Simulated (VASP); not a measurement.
Write the native input for VASP 6.6.1 that does the following.

```yaml
Task: relaxation of cell and atoms
Functional: r2SCAN
Potentials_or_basis: VASP PAW PBE potentials, release 64 (Mg, O)
Cutoff: 600 eV
k_mesh: 10 × 10 × 10
Occupations: gaussian, width 0.02 eV
Spin: no spin polarisation
Dipole_correction: no
Further_INCAR_settings: ALGO = Normal; EDIFF = 1e-06; IBRION = 2; EDIFFG = -0.005; NSW = 100; ISIF = 3
```

Crystal: MgO.

```
Mg O
1.0
     0.00000    2.10850    2.10850
     2.10850    0.00000    2.10850
     2.10850    2.10850    0.00000
Mg O
1 1
Direct
  0.00000 0.00000 0.00000
  0.50000 0.50000 0.50000
```

One way to write it, as run:

POSCAR

```
MgO
1.0
    0.0000000000      2.1085000000      2.1085000000
    2.1085000000      0.0000000000      2.1085000000
    2.1085000000      2.1085000000      0.0000000000
Mg O
1 1
Direct
    0.0000000000      0.0000000000      0.0000000000
    0.5000000000      0.5000000000      0.5000000000
```

INCAR.step1

```
SYSTEM = MgO
  PREC = Accurate
  ENCUT = 600
  ISMEAR = 0
  SIGMA = 0.02
  LREAL = .FALSE.
  LASPH = .TRUE.
  NELM = 60
  GGA = PE
  ALGO = Normal
  EDIFF = 1E-4
  LWAVE = .TRUE.
  LCHARG = .FALSE.
```

INCAR.step2

```
SYSTEM = MgO
  PREC = Accurate
  ENCUT = 600
  EDIFF = 1E-6
  ISMEAR = 0
  SIGMA = 0.02
  LREAL = .FALSE.
  LASPH = .TRUE.
  NELM = 60
  ALGO = Normal
  ISIF = 3
  LWAVE = .FALSE.
  LCHARG = .FALSE.
  METAGGA = R2SCAN
  LMIXTAU = .TRUE.
  IBRION = 2
  NSW = 100
  EDIFFG = -0.005
  ISTART = 1
```

KPOINTS

```
regular mesh
0
G
  10 10 10
  0 0 0
```

Potentials or basis: VASP PAW PBE potentials, release 64 (Mg, O).

The run is started by

```sh
$ cat potpaw_PBE.64/Mg/POTCAR potpaw_PBE.64/O/POTCAR > POTCAR
$ cp INCAR.step1 INCAR
$ mpirun -np 1 vasp_std > vasp.out
$ cp INCAR.step2 INCAR
$ mpirun -np 1 vasp_std > vasp.out
```

It gave:

```
Relaxed volume                         : 9.21 Å³/atom
Relaxed cell                           : a = 2.965 Å, b = 2.965 Å, c = 2.965 Å, α = 60.00°, β = 60.00°, γ = 60.00°
Space group after relaxing (to 0.05 Å) : Fm-3m (No. 225)
Energy gained by relaxing              : 1.4 meV/atom
Ionic steps                            : 3
Pressure after relaxing                : 0.0 GPa
Band gap on the k mesh                 : 5.75 eV, direct
```

Caveat: the PAW data sets were made with another functional, which shifts forces and pressure a little.

Wall time 52 s on 1 thread of Intel(R) Xeon(R) Platinum 8488C (Sapphire Rapids), on a shared host, peak memory 0.15 GiB.
